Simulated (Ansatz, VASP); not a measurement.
**GeSb3Te in VASP and in Ansatz**

File INCAR:

```
SYSTEM = GeSb3Te
PREC = Accurate
ENCUT = 600
EDIFF = 1E-7
ISMEAR = 0
SIGMA = 0.1
LREAL = .False.
LASPH = .True.
NELM = 100
ALGO = Normal
ISIF = 3
LWAVE = .False.
LCHARG = .False.
GGA = PE
IBRION = 2
NSW = 90
EDIFFG = -0.04
```

KPOINTS

```
regular mesh
0
Gamma
  4 4 4
  0 0 0
```

POSCAR

```
GeSb3Te
1.0
    4.7669145900      0.0000000000      0.0000000000
    0.0000000000      4.7669145900      0.0000000000
    0.0000000000      0.0000000000      6.0318379400
Ge Sb Te
1 3 1
Direct
    0.5000000000      0.5000000000      0.6620000000
    0.5000000000      0.5000000000      0.1059000000
    0.0000000000      0.5000000000      0.5000000000
    0.5000000000      0.0000000000      0.5000000000
    0.0000000000      0.0000000000      0.0000000000
```

Input for Ansatz:

```yaml
crystal:
  lattice:
    - [4.76691459, 0.0, 0.0]
    - [0.0, 4.76691459, 0.0]
    - [0.0, 0.0, 6.03183794]
  atoms:
    - { symbol: Ge, position: [0.5, 0.5, 0.662] }
    - { symbol: Sb, position: [0.5, 0.5, 0.1059] }
    - { symbol: Sb, position: [0.0, 0.5, 0.5] }
    - { symbol: Sb, position: [0.5, 0.0, 0.5] }
    - { symbol: Te, position: [0.0, 0.0, 0.0] }
basis:
  ecutwfc: 420
kpoints:
  mp_grid: { grid: [4, 4, 4] }
hamiltonian:
  xc: pbe
scf:
  occupations: { method: gaussian, width: 0.1 }
  lower_state_search: "off"
output:
  forces: true
  stress: true
  eigenvalues: true
relax:
  adjacent_minimum: "off"
  f_tol: 0.04
  max_steps: 70
  cell: { stress_tol: 0.4 }
```

Change from the starting cell: species swapped into the NdBPt3 type (P4mm, No. 99).

Alike in both runs: task relaxation of cell and atoms; functional PBE; k mesh 4 × 4 × 4; occupations gaussian, width 0.1 eV; no spin polarisation.

|  | VASP | Ansatz |
| --- | --- | --- |
| version | VASP 6.6.1 | Ansatz 0.2.0 |
| potentials or method | VASP PAW PBE potentials, release 64 (Ge_d, Sb, Te), cutoff 600 eV | scalar-relativistic, plane waves, PAW |
| valence electrons in the cell | 35 | 75 |

VASP gave:

- gap on the k mesh at the Fermi level, each at its own relaxed structure (eV): none
- relaxed volume (Å³/atom): 29.55
- relaxed cell length with the largest relative difference (Å): 4.296

**Question.** Estimate Ansatz's values.

**Answer.** gap on the k mesh at the Fermi level, each at its own relaxed structure (eV): none; relaxed volume (Å³/atom): 29.57; relaxed cell length with the largest relative difference (Å): 4.297.

A gap of «none» marks a metal or a gap that the smearing closes. VASP's potentials hold 35 valence electrons a cell and Ansatz's 75, so a difference there can come from the potentials and not from the codes.

Neither program's run includes spin-orbit coupling.
